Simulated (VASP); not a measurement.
# Si2W (I4/mmm) in VASP: a series of runs, part 2 of 2

VASP 6.6.1. The steps go on from the part before.

## (4) Single point, LDA (12.10 Å³/atom)

This run uses another cell than the first one, of 12.10 Å³/atom.

INCAR

```
ALGO = Normal ; EDIFF = 1E-6
ENCUT = 520 ; GGA = CA
ISIF = 2 ; ISMEAR = 0
LASPH = T ; LCHARG = F
LREAL = F ; LWAVE = F
NBANDS = 18 ; NELM = 100
PREC = Accurate ; SIGMA = 0.15
```

KPOINTS

```
k-points
0
Gamma
  20 20 20
```

POSCAR

```
Si2W
1.0
   -1.5181745533      1.5181745533      3.9357157119
    1.5181745533     -1.5181745533      3.9357157119
    1.5181745533      1.5181745533     -3.9357157119
Si W
2 1
Direct
    0.3346644983      0.3346644983      0.0000000000
    0.6653355017      0.6653355017      0.0000000000
    0.0000000000      0.0000000000      0.0000000000
```

Potentials or basis: VASP PAW LDA potentials, release 64 (Si, W_sv).

The run is started by

```bash
cat potpaw_LDA.64/Si/POTCAR potpaw_LDA.64/W_sv/POTCAR > POTCAR
mpirun -np 1 vasp_std > vasp.out
```

OUTCAR:

```text
EDIFF = 1E-6
   ENCUT = 520
   GGA = CA
   ISIF = 2
   ISMEAR = 0
   LASPH = T
   LREAL = F
   NELM = 100
   PREC = Accurate

 ion  position               nearest neighbor table
   1  0.335  0.335  0.000-   3 2.51   3 2.51   3 2.51   3 2.51   2 2.53   2 2.53   2 2.53   2 2.53
                             2 2.60   3 2.63
   2  0.665  0.665  0.000-   3 2.51   3 2.51   3 2.51   3 2.51   1 2.53   1 2.53   1 2.53   1 2.53
                             1 2.60   3 2.63
   3  0.000  0.000  0.000-   2 2.51   2 2.51   2 2.51   1 2.51   1 2.51   1 2.51   2 2.51   1 2.51
                             1 2.63   2 2.63

  LATTYP: Found a body centered tetragonal cell.
 ALAT       =     3.0363491066
 C/A-ratio  =     2.5924000000

  Lattice vectors:

 A1 = (  -1.5181745533,   1.5181745533,   3.9357157119)
 A2 = (   1.5181745533,  -1.5181745533,   3.9357157119)
 A3 = (   1.5181745533,   1.5181745533,  -3.9357157119)

Analysis of symmetry for initial positions (statically):
=====================================================================
 Subroutine PRICEL returns:
 Original cell was already a primitive cell.

 Routine SETGRP: Setting up the symmetry group for a
 body centered tetragonal supercell.

 Subroutine GETGRP returns: Found 16 space group operations
 (whereof 16 operations were pure point group operations)
 out of a pool of 16 trial point group operations.

The static configuration has the point symmetry D_4h.

Analysis of symmetry for dynamics (positions and initial velocities):
=====================================================================
 Subroutine PRICEL returns:
 Original cell was already a primitive cell.

 Routine SETGRP: Setting up the symmetry group for a
 body centered tetragonal supercell.

 Subroutine GETGRP returns: Found 16 space group operations
 (whereof 16 operations were pure point group operations)
 out of a pool of 16 trial point group operations.

The dynamic configuration has the point symmetry D_4h.

 Subroutine INISYM returns: Found 16 space group operations
 (whereof 16 operations are pure point group operations),
 and found     1 'primitive' translations

----------------------------------------------------------------------------------------

                                     Primitive cell

  volume of cell :      36.2850

  direct lattice vectors                    reciprocal lattice vectors
    -1.518174553  1.518174553  3.935715712     0.000000000  0.329342893  0.127041696
     1.518174553 -1.518174553  3.935715712     0.329342893  0.000000000  0.127041696
     1.518174553  1.518174553 -3.935715712     0.329342893  0.329342893  0.000000000

  length of vectors
     4.483253965  4.483253965  4.483253965     0.352996224  0.352996224  0.465761186

  position of ions in fractional coordinates (direct lattice)
     0.334664498  0.334664498  0.000000000
     0.665335502  0.665335502  0.000000000
     0.000000000  0.000000000  0.000000000

  ion indices of the primitive-cell ions
   primitive index   ion index
                 1           1
                 2           2
                 3           3

----------------------------------------------------------------------------------------

 KPOINTS: k-points

Automatic generation of k-mesh.
 Grid dimensions read from file:
 generate k-points for:   20   20   20

 Generating k-lattice:

  Cartesian coordinates                     Fractional coordinates (reciprocal lattice)
     0.000000000  0.016467145  0.006352085     0.050000000  0.000000000  0.000000000
     0.016467145  0.000000000  0.006352085     0.000000000  0.050000000  0.000000000
     0.016467145  0.016467145  0.000000000     0.000000000  0.000000000  0.050000000

  Length of vectors
     0.017649811  0.017649811  0.023288059

  Shift w.r.t. Gamma in fractional coordinates (k-lattice)
     0.000000000  0.000000000  0.000000000

 Subroutine IBZKPT returns following result:
 ===========================================

 Found    641 irreducible k-points:

 Following reciprocal coordinates:
            Coordinates               Weight
  0.000000  0.000000  0.000000      1.000000
  0.050000  0.000000 -0.000000      8.000000
  0.100000 -0.000000  0.000000      8.000000
  0.150000  0.000000 -0.000000      8.000000
  0.200000 -0.000000  0.000000      8.000000
  0.250000 -0.000000  0.000000      8.000000
[... 16 lines left out ...]
 -0.400000  0.050000 -0.000000     16.000000
 -0.350000  0.050000  0.000000     16.000000
 [... further k-points ...]
   k-points           NKPTS =    641   k-points in BZ     NKDIM =    641   number of bands    NBANDS=     18
   number of dos      NEDOS =    301   number of ions     NIONS =      3
   total plane-waves  NPLWV =  46656
   dimension x,y,z NGX =    36 NGY =   36 NGZ =   36
   dimension x,y,z NGXF=    72 NGYF=   72 NGZF=   72
   ions per type =               2   1
   NGX,Y,Z   is equivalent  to a cutoff of  13.35, 13.35, 13.35 a.u.
   NGXF,Y,Z  is equivalent  to a cutoff of  26.70, 26.70, 26.70 a.u.
 SYSTEM =  unknown system
   PREC   = accura    normal or accurate (medium, high low for compatibility)
   ISTART =      0    job   : 0-new  1-cont  2-samecut
   ICHARG =      2    charge: 1-file 2-atom 10-const
   ISPIN  =      1    spin polarized calculation?
   LNONCOLLINEAR =      F non collinear calculations
   LSORBIT =      F    spin-orbit coupling
   LASPH  =      T    aspherical Exc in radial PAW
   ENCUT  =  520.0 eV  38.22 Ry    6.18 a.u.   8.34  8.34  8.34*2*pi/ulx,y,z
   NELM   =    100;   NELMIN=  2; NELMDL= -5     # of ELM steps
   EDIFF  = 0.1E-05   stopping-criterion for ELM
   LREAL  =      F    real-space projection
   EDIFFG = 0.1E-04   stopping-criterion for IOM
   NSW    =      0    number of steps for IOM
   IBRION =     -1    ionic relax: 0-MD 1-quasi-New 2-CG
   NFREE  =      0    steps in history (QN), initial steepest desc. (CG)
   ISIF   =      2    stress and relaxation
   ISYM   =      2    0-nonsym 1-usesym 2-fastsym
   POTIM  = 0.5000    time-step for ionic-motion
   TEBEG  =    0.0;   TEEND  =   0.0 temperature during run
   PSTRESS=    0.0 pullay stress
   NELECT =      22.0000    total number of electrons
   NUPDOWN=      -1.0000    fix difference up-down
   EMIN   =  10.00;   EMAX   =-10.00  energy-range for DOS
   EFERMI =   0.00;   METHOD = LEGACY
   ISMEAR =     0;   SIGMA  =   0.15  broadening in eV -4-tet -1-fermi 0-gaus
   EFERMI_NEDOS =   21; number of points for ismear=-14 and -15
   IALGO  =     38    algorithm
   IMIX   =      4    mixing-type and parameters
     AMIX     =   0.40;   BMIX     =  1.00
     AMIX_MAG =   1.60;   BMIX_MAG =  1.00
  volume/ion in A,a.u.               =      12.10        81.62
  Fermi-wavevector in a.u.,A,eV,Ry     =   1.385607  2.618417 26.121911  1.919906
  Thomas-Fermi vector in A             =   2.510001
   LORBIT       =      0    0 simple, 1 ext, 2 COOP (PROOUT), +10 PAW based schemes
   GGA     = CA    functional components
   LHFCALC =     F    Hartree Fock is set to
   AEXX    =    0.0000 exact exchange contribution
   IVDW    =     0    specifies the selected vdW correction
   LEPSILON=     F    determine dielectric tensor
   LRPA    =     F    only Hartree local field effects (RPA)
 non-spin polarized calculation
 Gauss-broadening in eV      SIGMA  =   0.15
  energy-cutoff  :      520.00
  volume of cell :       36.29
 maximum number of plane-waves:       999
 NGX is ok and might be reduce to    36
   NGX = 17   NGY = 17   NGZ = 17

 number of electron      22.0000000 magnetization

 Free energy of the ion-electron system (eV)
  ---------------------------------------------------
  ext. energy  EPLUGINS =         0.00000000
  ---------------------------------------------------
  free energy    TOTEN  =       -27.00571353 eV

  energy without entropy =      -27.00198871  energy(sigma->0) =      -27.00385112

 E-fermi :  13.6708     XC(G=0): -13.1722

 val. band max:       13.6685795829   @ k =  -0.1000  -0.1500   0.0500
 cond. band min:      13.6723055907   @ k =  -0.4000  -0.4500   0.2500
 fundamental gap:      0.0037260079
 Fermi energy:        13.6707884039

 k-point     1 :       0.0000    0.0000    0.0000
  band No.  band energies     occupation
      1     -59.6085      2.00000
      2     -24.3017      2.00000
      3     -24.1107      2.00000
      4     -24.1107      2.00000
      5      -1.4041      2.00000
      6       5.8213      2.00000
[... 10 lines left out ...]
     17      19.6237      0.00000
     18      19.6237      0.00000
[... 463 lines left out ...]
 k-point    24 :      -0.3500    0.0500    0.0000
  band No.  band energies     occupation
      1     -59.5937      2.00000
      2     -24.4384      2.00000
      3     -24.2686      2.00000
      4     -24.0895      2.00000
      5       0.9855      2.00000
      6       5.1885      2.00000
[... 10 lines left out ...]
     17      21.4605      0.00000
     18      23.0506      0.00000

 [... further k-points ...]
[... 5 lines left out ...]
  --------------------------------------------------------------------------------------
  -------------------------------------------------------------------------------------
  Total        7.5277687      7.5277687      1.5429386      0.0000000     -0.0000000      0.0000000
  in kB      332.3913564    332.3913564     68.1290139      0.0000000     -0.0000000      0.0000000
  external PRESSURE =     244.3039089 kB  Pullay stress =       0.0000000 kB

 VOLUME and BASIS-vectors are now :
 -----------------------------------------------------------------------------
  energy-cutoff  :      520.00
  volume of cell :       36.29
      direct lattice vectors                 reciprocal lattice vectors
    -1.518174553  1.518174553  3.935715712     0.000000000  0.329342893  0.127041696
     1.518174553 -1.518174553  3.935715712     0.329342893  0.000000000  0.127041696
     1.518174553  1.518174553 -3.935715712     0.329342893  0.329342893  0.000000000

 POSITION                                       TOTAL-FORCE (eV/Angst)
 -----------------------------------------------------------------------------------
      0.00000      0.00000      2.63429        -0.000000     -0.000000     -0.310179
      0.00000      0.00000      5.23714         0.000000      0.000000      0.310179
      0.00000      0.00000      0.00000         0.000000      0.000000     -0.000000
 -----------------------------------------------------------------------------------
    total drift:                               -0.000000     -0.000000      0.000000

  FREE ENERGIE OF THE ION-ELECTRON SYSTEM (eV)
  ---------------------------------------------------
  free  energy   TOTEN  =       -27.0057135259 eV

  energy  without entropy=      -27.0019887087  energy(sigma->0) =      -27.00385112
```

OSZICAR:

```text
N       E                     dE             d eps       ncg     rms          rms(c)
DAV:   1     0.133264547013E+03    0.13326E+03   -0.10952E+04 23076   0.125E+03
DAV:   2    -0.230692889600E+02   -0.15633E+03   -0.15252E+03 26270   0.330E+02
DAV:   3    -0.277279276437E+02   -0.46586E+01   -0.46010E+01 28646   0.512E+01
DAV:   4    -0.277664077311E+02   -0.38480E-01   -0.38438E-01 27024   0.489E+00
DAV:   5    -0.277667940277E+02   -0.38630E-03   -0.38628E-03 27072   0.524E-01    0.313E+01
DAV:   6    -0.271322064329E+02    0.63459E+00   -0.22513E+00 25152   0.113E+01    0.123E+01
DAV:   7    -0.270263214046E+02    0.10589E+00   -0.20390E-01 24984   0.252E+00    0.489E+00
DAV:   8    -0.270067960676E+02    0.19525E-01   -0.39380E-02 26032   0.146E+00    0.329E-01
DAV:   9    -0.270058767693E+02    0.91930E-03   -0.12784E-03 26048   0.294E-01    0.175E-01
DAV:  10    -0.270057171244E+02    0.15964E-03   -0.30147E-04 28290   0.140E-01    0.654E-02
DAV:  11    -0.270057134201E+02    0.37043E-05   -0.34150E-05 25644   0.382E-02    0.230E-02
DAV:  12    -0.270057135259E+02   -0.10575E-06   -0.87475E-07 15370   0.774E-03
   1 F= -.27005714E+02 E0= -.27003851E+02  d E =-.372482E-02
```

It took 11 min on 1 thread of Intel Xeon 8259CL, shared host; peak memory 0.5 GiB.

What came out:

* Free energy: -27.0057 eV
* Pressure: 24.4 GPa
* Largest force: 0.310 eV/Å
* Band gap on the k mesh: zero (bands 11 and 12 overlap by 1.62 eV)

Forces in eV/Å, atoms in the order of the input:
```
Si   0.000  0.000 -0.310
Si   0.000  0.000  0.310
W    0.000  0.000  0.000
```

Caveat: the cell stands under pressure; spin-orbit coupling is left out, which moves the levels of the heavy elements.

## (5) Summary

```tsv
cell	gap on the mesh (eV)	pressure (GPa)	largest force (eV/Å)
a = 4.304 Å, angles 138.5, 138.5, 60.2°, 3 atoms	none	42.0	0.41
a = 4.539 Å, angles 142.3, 142.3, 54.4°, 3 atoms	none	41.7	0.54
a = 4.483 Å, angles 140.4, 140.4, 57.2°, 3 atoms	none	24.4	0.31
```

Alike in all rows: task single point; level LDA; potentials or basis VASP PAW LDA potentials, release 64 (Si, W_sv); no spin polarisation; k mesh 20 × 20 × 20; cutoff (eV) 520; smearing gaussian 0.15 eV.

Caveats: the cell stands under pressure; spin-orbit coupling is left out, which moves the levels of the heavy elements.

Total energies depend on the potentials used, so only differences within one code and one set of settings carry meaning.
